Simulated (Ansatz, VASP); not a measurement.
One calculation of LiF, two programs

INCAR

```
SYSTEM = LiF
ALGO = Normal ; EDIFF = 1E-6
ENCUT = 520 ; GGA = PE
ISIF = 2 ; ISMEAR = -1
LASPH = .TRUE. ; LCHARG = .FALSE.
LREAL = .FALSE. ; LWAVE = .FALSE.
NBANDS = 12 ; NELM = 80
PREC = Accurate ; SIGMA = 0.02
```

Contents of KPOINTS:

```
k-points
0
G
  10 10 10
  0 0 0
```

The input POSCAR:

```
LiF
1.0
    0.0000000000      1.9350255882      1.9350255882
    1.9350255882      0.0000000000      1.9350255882
    1.9350255882      1.9350255882      0.0000000000
Li F
1 1
Direct
    0.0000000000      0.0000000000      0.0000000000
    0.5000000000      0.5000000000      0.5000000000
```

Input for Ansatz:

```yaml
crystal:
  lattice:
    - [0.0, 1.9350255882, 1.9350255882]
    - [1.9350255882, 0.0, 1.9350255882]
    - [1.9350255882, 1.9350255882, 0.0]
  atoms:
    - { symbol: Li, position: [0.0, 0.0, 0.0] }
    - { symbol: F, position: [0.5, 0.5, 0.5] }
kpoints:
  mp_grid: { grid: [10, 10, 10] }
  band_path:
    path:
      - [0.0, 0.0, 0.0]
      - [0.5, 0.0, 0.5]
      - [0.625, 0.25, 0.625]
      - [0.375, 0.375, 0.75]
      - [0.5, 0.5, 0.5]
      - [0.5, 0.25, 0.75]
      - [-0.0625, 0.0, 0.0625]
    npoints: 1
hamiltonian:
  xc: pbe
scf:
  occupations: { method: fermi_dirac, width: 0.02 }
  n_extra_bands: 4
output:
  forces: true
  stress: true
  eigenvalues: true
```

Change from the starting cell: hydrostatic strain -3.0%.

Alike in both runs: task single point; functional PBE; k mesh 10 × 10 × 10; occupations fermi-dirac, width 0.02 eV; no spin polarisation.

|  | VASP | Ansatz |
| --- | --- | --- |
| version | VASP 6.6.1 | Ansatz 0.2.0 |
| potentials or method | VASP PAW PBE potentials, release 64 (Li_sv, F) | plane waves, PAW |
| plane-wave cutoff (eV) | 520 | 420 |
| valence electrons in the cell | 10 | 10 |

```tsv
	VASP	Ansatz	Ansatz less VASP
gap on the k mesh at the Fermi level (eV)	10.24	10.24	-0.004
```

With one functional, cell and mesh, what is left measures potentials, basis and numerics.

Noted on VASP's run: the cutoff is short for stress, so the pressure is rough.
